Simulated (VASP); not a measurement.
Wanted: the native input for a VASP 6.6.1 run.

```
Task                   : single point
Functional             : PBE
Potentials or basis    : VASP PAW PBE potentials, release 64 (In_d, Ga_d, P)
Cutoff                 : 520 eV
k mesh                 : 6 × 6 × 14
Occupations            : gaussian, width 0.1 eV
Spin                   : no spin polarisation
Dipole correction      : no
Further INCAR settings : ALGO = Normal; EDIFF = 1e-06; NBANDS = 40
```

The structure of In3GaP2 lies in POSCAR:

```
In3GaP2
1.0
    9.1765280799      0.0000000000      0.0000000000
   -4.5882640400      7.9471064357      0.0000000000
    0.0000000000      0.0000000000      2.7976032822
In Ga P
3 1 2
Direct
    0.5000000000      0.0000000000      0.0000000000
    0.0000000000      0.5000000000      0.0000000000
    0.5000000000      0.5000000000      0.0000000000
    0.0000000000      0.0000000000      0.0000000000
    0.3333333333      0.6666666667      0.0000000000
    0.6666666667      0.3333333333      0.0000000000
```

The cell was built from a structure type or drawn by symmetry, and may not be a known phase.

One way to write it, as run:

INCAR

```
SYSTEM = In3GaP2
  ALGO = Normal
  EDIFF = 1E-6
  ENCUT = 520
  GGA = PE
  ISIF = 2
  ISMEAR = 0
  LASPH = .True.
  LCHARG = .False.
  LREAL = .False.
  LWAVE = .False.
  NBANDS = 40
  NELM = 80
  PREC = Accurate
  SIGMA = 0.1
```

KPOINTS

```
k-points
0
Gamma
  6 6 14
  0 0 0
```

Potentials or basis: VASP PAW PBE potentials, release 64 (In_d, Ga_d, P).

Command:

```bash
$ cat potpaw_PBE.64/In_d/POTCAR potpaw_PBE.64/Ga_d/POTCAR potpaw_PBE.64/P/POTCAR > POTCAR
$ mpirun -np 1 vasp_std > vasp.out
```

It gave:

The pressure is 0.0 GPa and the band gap on the k mesh is zero (bands 31 and 32 overlap by 1.78 eV).

Caveat: spin-orbit coupling is left out, which moves the levels of the heavy elements.

It took 5.1 min on 1 thread of Intel(R) Xeon(R) 6975P-C (Granite Rapids), on a shared host, peak memory 0.61 GiB.
